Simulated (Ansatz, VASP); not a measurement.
LuTa2Ag in VASP and in Ansatz

```xyz
8
Lattice="4.3610 0.0000 0.0000 0.0000 4.3610 0.0000 0.0000 0.0000 8.9216" Properties=species:S:1:pos:R:3 pbc="T T T"
Ta    3.2708    1.0903    0.0000
Ta    1.0903    3.2708    0.0000
Ta    1.0903    1.0903    7.0565
Ta    3.2708    3.2708    1.8651
Ag    3.2708    1.0903    4.4608
Ag    1.0903    3.2708    4.4608
Lu    1.0903    1.0903    2.3288
Lu    3.2708    3.2708    6.5928
```

Alike in both runs: functional revPBE; k mesh 5 × 5 × 2; no spin polarisation; Hubbard terms Ag d U = 3.0 eV.

Ansatz relaxed the structure, and its values are those at the end. VASP's run is a single point on that final structure, the one shown.

|  | VASP | Ansatz |
| --- | --- | --- |
| version | VASP 6.6.1 | Ansatz 0.2.0 |
| potentials or method | VASP PAW PBE potentials, release 64 (Ta_pv, Ag, Lu), cutoff 520 eV | PAW plane waves |
| occupations | fermi-dirac, width 0.1 eV | fermi-dirac |
| valence electrons in the cell | 116 | 140 |

Ansatz gave:

| Item | Value |
| --- | --- |
| gap on the k mesh at the Fermi level (eV) | none |
| pressure (GPa) | 0.0 |
| rms of the force components (eV/Å) | 0.001 |

Task: Which values does VASP return?

Result: gap on the k mesh at the Fermi level (eV): none; pressure (GPa): -0.4; rms of the force components (eV/Å): 0.042.

VASP's potentials were made for PBE, not for revPBE. The programs project onto different local orbitals, so the same U acts differently, and such runs can settle in different states. A gap of «none» marks a metal or a gap that the smearing closes. VASP's potentials hold 116 valence electrons a cell and Ansatz's 140, so a difference there can come from the potentials and not from the codes. Ansatz's warnings: filled band counts differ across k points.

Neither program's run includes spin-orbit coupling.
